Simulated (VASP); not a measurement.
Runs of VASP 6.6.1 on CdS (Greenockite). The structure is that of space group P6_3mc (No. 186), or close to it. The cells are those of the table. 

```tsv
cell	gap on the mesh (eV)	pressure (GPa)	largest force (eV/Å)
a = 4.205, b = 4.205, c = 6.826 Å, angles 90.0, 90.0, 120.0°, 4 atoms	1.10	0.1	0.06
a = 4.080, b = 4.080, c = 6.623 Å, angles 90.0, 90.0, 120.0°, 4 atoms	1.32	6.1	(b)
a = 4.164, b = 4.164, c = 6.759 Å, angles 90.0, 90.0, 120.0°, 4 atoms	1.17	1.8	0.07
a = 4.245, b = 4.245, c = 6.891 Å, angles 90.0, 90.0, 120.0°, 4 atoms	1.03	-1.3	0.06
a = 4.122, b = 4.122, c = 6.692 Å, angles 90.0, 90.0, 120.0°, 4 atoms	(a)	3.8	0.07
```

Alike in all rows: task single point; level PBE; potentials or basis VASP PAW PBE potentials, release 64 (Cd, S); no spin polarisation; k mesh 6 × 6 × 4; cutoff (eV) 520; smearing gaussian 0.01 eV.

Question: Estimate the missing entries.

Answer: (a) 1.25; (b) 0.08.

A k mesh can miss the band edges, and the runs leave out spin-orbit coupling on Cd.
